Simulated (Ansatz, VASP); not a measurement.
**Two plane-wave programs on Ba**

File INCAR:

```
SYSTEM = Ba
ALGO = Normal
EDIFF = 1E-7
ENCUT = 520
GGA = CA
ISIF = 2
ISMEAR = -1
LASPH = .TRUE.
LCHARG = .FALSE.
LREAL = .FALSE.
LWAVE = .FALSE.
NBANDS = 17
NELM = 80
PREC = Accurate
SIGMA = 0.1
```

The input KPOINTS:

```
k-points
0
G
  9 9 9
  0 0 0
```

File POSCAR:

```
Ba
1.0
    0.0000000000      3.7833572845      3.7833572845
    3.7833572845      0.0000000000      3.7833572845
    3.7833572845      3.7833572845      0.0000000000
Ba
2
Direct
    0.1250000000      0.1250000000      0.1250000000
    0.8750000000      0.8750000000      0.8750000000
```

Input for Ansatz:

```yaml
crystal:
  lattice:
    - [0.0, 3.7833572845, 3.7833572845]
    - [3.7833572845, 0.0, 3.7833572845]
    - [3.7833572845, 3.7833572845, 0.0]
  atoms:
    - { symbol: Ba, position: [0.125, 0.125, 0.125] }
    - { symbol: Ba, position: [0.875, 0.875, 0.875] }
hamiltonian:
  xc: lda
  pseudopotentials:
    kind: paw
    azcp:
      Ba: "pseudopotentials/Ba.paw.azcp"
basis:
  ecutwfc: 420
  fft_grid_basis: typed
kpoints:
  mp_grid: { grid: [9, 9, 9], shift: [0, 0, 0] }
magnetization:
  spin_polarized: false
scf:
  occupations: { method: fermi_dirac, width: 0.1 }
  lower_state_search: "off"
output:
  stress: true
  write_density: true
  write_potential: true
  elf: true
  volumetric_format: npy
```

Alike in both runs: task single point; functional LDA; k mesh 9 × 9 × 9; occupations fermi-dirac, width 0.1 eV; no spin polarisation.

|  | VASP | Ansatz |
| --- | --- | --- |
| version | VASP 6.6.1 | Ansatz 0.2.0 |
| potentials or method | VASP PAW LDA potentials, release 64 (Ba_sv), cutoff 520 eV | plane waves (420 eV) with PAW, scalar-relativistic |
| valence electrons in the cell | 20 | 20 |

```tsv
	VASP	Ansatz	Ansatz less VASP
pressure (GPa)	-0.9	-1.4	-0.48
```

Ansatz warns that its potentials were made for another functional, while VASP's fit it. LDA's correlation is that of Perdew and Zunger in VASP and of Perdew and Wang (1992) in Ansatz.

Spin-orbit coupling is off throughout.
